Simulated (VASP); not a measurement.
Write the native input for VASP 6.6.1 that does the following.

| Property | Result |
| --- | --- |
| Task | single point |
| Functional | PBE |
| Potentials or basis | VASP PAW PBE potentials, release 64 (Nb_sv, B) |
| Cutoff | 520 eV |
| k mesh | 10 × 10 × 10 |
| Occupations | gaussian, width 0.1 eV |
| Spin | no spin polarisation |
| Dipole correction | no |
| Further INCAR settings | ALGO = Fast; EDIFF = 1e-06; NBANDS = 38 |

The structure of Nb2B lies in POSCAR:

```
Nb2B
1.0
    0.0000000000      3.6773472298      3.6773472298
    3.6773472298      0.0000000000      3.6773472298
    3.6773472298      3.6773472298      0.0000000000
Nb B
4 2
Direct
    0.6250000000      0.6250000000      0.6250000000
    0.1250000000      0.6250000000      0.6250000000
    0.6250000000      0.6250000000      0.1250000000
    0.6250000000      0.1250000000      0.6250000000
    0.0000000000      0.0000000000      0.0000000000
    0.2500000000      0.2500000000      0.2500000000
```

The input as run:

INCAR

```
SYSTEM = Nb2B
PREC     = Accurate       ! precision mode
ENCUT    = 520            ! plane-wave cutoff, eV
EDIFF    = 1E-6           ! SCF threshold, eV
ISMEAR   = 0              ! smearing method
SIGMA    = 0.1            ! smearing width, eV
LREAL    = .False.        ! projectors in reciprocal space
LASPH    = .True.         ! aspherical terms in the spheres
NELM     = 100            ! most SCF steps
ALGO     = Fast           ! electronic algorithm
ISIF     = 2              ! what is computed and relaxed
LWAVE    = .False.        ! write WAVECAR
LCHARG   = .False.        ! write CHGCAR
GGA      = PE             ! functional
NBANDS   = 38             ! bands
```

KPOINTS

```
regular mesh
0
Gamma
  10 10 10
  0 0 0
```

Potentials or basis: VASP PAW PBE potentials, release 64 (Nb_sv, B).

The run is started by

```console
$ cat potpaw_PBE.64/Nb_sv/POTCAR potpaw_PBE.64/B/POTCAR > POTCAR
$ mpirun -np 1 vasp_std > vasp.out
```

Results of the run:

The pressure is -0.2 GPa. The band gap on the k mesh is zero (bands 29 and 30 overlap by 0.77 eV).

Wall time 11 min on 1 thread of Intel(R) Xeon(R) Platinum 8259CL CPU @ 2.50GHz (Skylake/Cascade Lake), with other jobs on the host, peak memory 0.33 GiB.
